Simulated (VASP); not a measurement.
The system is Tl.

```
Tl
1.0
     0.00000    3.40172    3.40172
     3.40172    0.00000    3.40172
     3.40172    3.40172    0.00000
Tl
2
Cartesian
  -0.8504 -0.8504 -0.8504
  0.8504 0.8504 0.8504
```

```yaml
Program: VASP 6.6.1
Task: relaxation of cell and atoms
Functional: PBE
Potentials_or_basis: VASP PAW PBE potentials, release 64 (Tl_d)
Cutoff: 600 eV
k_mesh: 11 × 11 × 11
Occupations: fermi-dirac, width 0.05 eV
Spin: no spin polarisation
```

At the start: pressure 2.7 GPa; volume 39.36 Å³/atom.

Q: How do energy, volume and symmetry change on relaxing?

A: Over 4 steps the energy falls by 40.2 meV/atom and the volume is 44.97 Å³/atom (+14.3 %); space group Fd-3m (No. 227, to 0.05 Å).

The path:
```
step  energy change (eV)  largest force (eV/Å)  pressure (GPa)  volume (Å³)
   1              0.0000                0.0000            2.66        78.73
   2             -0.0740                0.0000            0.62        86.41
   3             -0.0802                0.0000           -0.11        90.63
   4             -0.0805                0.0000           -0.01        89.95
```

Final structure:
```yaml
crystal:
  lattice:
    - [0.00000, 3.55619, 3.55619]
    - [3.55619, 0.00000, 3.55619]
    - [3.55619, 3.55619, 0.00000]
  atoms:
    - { symbol: Tl, position: [0.87500, 0.87500, 0.87500] }
    - { symbol: Tl, position: [0.12500, 0.12500, 0.12500] }
```
